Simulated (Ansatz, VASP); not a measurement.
AlN: VASP beside Ansatz

POSCAR

```
AlN
1.0
    3.0971629948      0.0000000000      0.0000000000
   -1.5485814974      2.6822218332      0.0000000000
    0.0000000000      0.0000000000     10.0339431351
Al N
4 4
Direct
    0.0000000000      0.0000000000     -0.0012654044
    0.3333333333      0.6666666667      0.2498392886
    0.0000000000      0.0000000000      0.4987345956
    0.6666666667      0.3333333333      0.7498392886
    0.0000000000      0.0000000000      0.1882105911
    0.3333333333      0.6666666667      0.4382155246
    0.0000000000      0.0000000000      0.6882105911
    0.6666666667      0.3333333333      0.9382155246
```

INCAR.step1

```
ALGO     = Normal         # electronic algorithm
EDIFF    = 1E-4           # SCF threshold, eV
ENCUT    = 520            # plane-wave cutoff, eV
GGA      = PE             # functional
ISMEAR   = 0              # smearing method
LASPH    = True           # aspherical terms in the spheres
LCHARG   = False          # write CHGCAR
LREAL    = False          # projectors in reciprocal space
LWAVE    = True           # write WAVECAR
NBANDS   = 26             # bands
NELM     = 60             # most SCF steps
PREC     = Accurate       # precision mode
SIGMA    = 0.01           # smearing width, eV
```

The input INCAR.step2:

```
ALGO     = Normal         # electronic algorithm
EDIFF    = 1E-6           # SCF threshold, eV
ENCUT    = 520            # plane-wave cutoff, eV
ISIF     = 2              # what is computed and relaxed
ISMEAR   = 0              # smearing method
ISTART   = 1            
LASPH    = True           # aspherical terms in the spheres
LCHARG   = False          # write CHGCAR
LMIXTAU  = True         
LREAL    = False          # projectors in reciprocal space
LWAVE    = False          # write WAVECAR
METAGGA  = R2SCAN         # meta-GGA
NBANDS   = 26             # bands
NELM     = 60             # most SCF steps
PREC     = Accurate       # precision mode
SIGMA    = 0.01           # smearing width, eV
```

File KPOINTS:

```
k-points
0
Gamma
  12 12 4
```

Input for Ansatz:

```yaml
crystal:
  lattice:
    - [3.0971629948, 0.0, 0.0]
    - [-1.5485814974, 2.6822218332, 0.0]
    - [0.0, 0.0, 10.0339431351]
  atoms:
    - { symbol: Al, position: [0.0, 0.0, -0.0012654044] }
    - { symbol: Al, position: [0.3333333333, 0.6666666667, 0.2498392886] }
    - { symbol: Al, position: [0.0, 0.0, 0.4987345956] }
    - { symbol: Al, position: [0.6666666667, 0.3333333333, 0.7498392886] }
    - { symbol: "N", position: [0.0, 0.0, 0.1882105911] }
    - { symbol: "N", position: [0.3333333333, 0.6666666667, 0.4382155246] }
    - { symbol: "N", position: [0.0, 0.0, 0.6882105911] }
    - { symbol: "N", position: [0.6666666667, 0.3333333333, 0.9382155246] }
kpoints:
  mp_grid: { grid: [12, 12, 4] }
  band_path:
    path:
      - [0.0, 0.0, 0.0]
      - [0.5, 0.0, 0.0]
      - [0.3333333333, 0.3333333333, 0.0]
      - [0.0, 0.0, 0.5]
      - [0.5, 0.0, 0.5]
      - [0.3333333333, 0.3333333333, 0.5]
      - [0.0, 0.5, 0.0]
    npoints: 1
hamiltonian:
  xc: r2scan
scf:
  occupations: { method: fixed }
  n_extra_bands: 6
output:
  forces: true
  stress: true
  eigenvalues: true
```

Alike in both runs: task single point; functional r2SCAN; k mesh 12 × 12 × 4; no spin polarisation.

```csv
,VASP,Ansatz
version,VASP 6.6.1,Ansatz 0.2.0
potentials or method,"VASP PAW PBE potentials, release 64 (Al, N)","plane waves, PAW"
plane-wave cutoff (eV),520,500
occupations,"gaussian, width 0.01 eV",fixed
valence electrons in the cell,32,32
```

|  | VASP | Ansatz | Ansatz less VASP |
| --- | --- | --- | --- |
| gap on the k mesh at the Fermi level (eV) | 4.66 | 4.67 | +0.005 |
| pressure (GPa) | -0.4 | 0.0 | +0.40 |

VASP's potentials were made for PBE, not for r2SCAN.
